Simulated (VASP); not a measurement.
Runs of VASP 6.6.1 on MgO. The structure is that of space group Fm-3m (No. 225), or close to it. The cells are those of the table. 

| level | cell | smearing | gap on the mesh (eV) | pressure (GPa) |
| --- | --- | --- | --- | --- |
| PBE | a = 2.971, b = 2.971, c = 2.963 Å, angles 60.1, 60.1, 59.8°, 2 atoms | fermi-dirac 0.02 eV | 4.82 | 5.7 |
| r2SCAN | a = 2.973, b = 2.973, c = 3.053 Å, angles 59.1, 59.1, 58.2°, 2 atoms | gaussian 0.01 eV | 5.41 | -1.0 |
| PBE | a = 2.973, b = 2.968, c = 2.968 Å, angles 60.1, 59.9, 59.9°, 2 atoms | fermi-dirac 0.02 eV | (c) | 5.5 |
| r2SCAN | a = 2.971, b = 2.971, c = 2.963 Å, angles 60.1, 60.1, 59.8°, 2 atoms | gaussian 0.01 eV | 5.70 | (b) |
| r2SCAN | a = 2.973, b = 2.968, c = 2.968 Å, angles 60.1, 59.9, 59.9°, 2 atoms | gaussian 0.01 eV | 5.69 | (a) |

Alike in all rows: task single point; potentials or basis VASP PAW PBE potentials, release 64 (Mg, O); no spin polarisation; k mesh 10 × 10 × 10; cutoff (eV) 520.

**Question.** Estimate the missing entries.

**Answer.** (a) -0.5; (b) -0.3; (c) 4.81.

Caveats: the PAW data sets were made with another functional, which shifts forces and pressure a little (some runs).

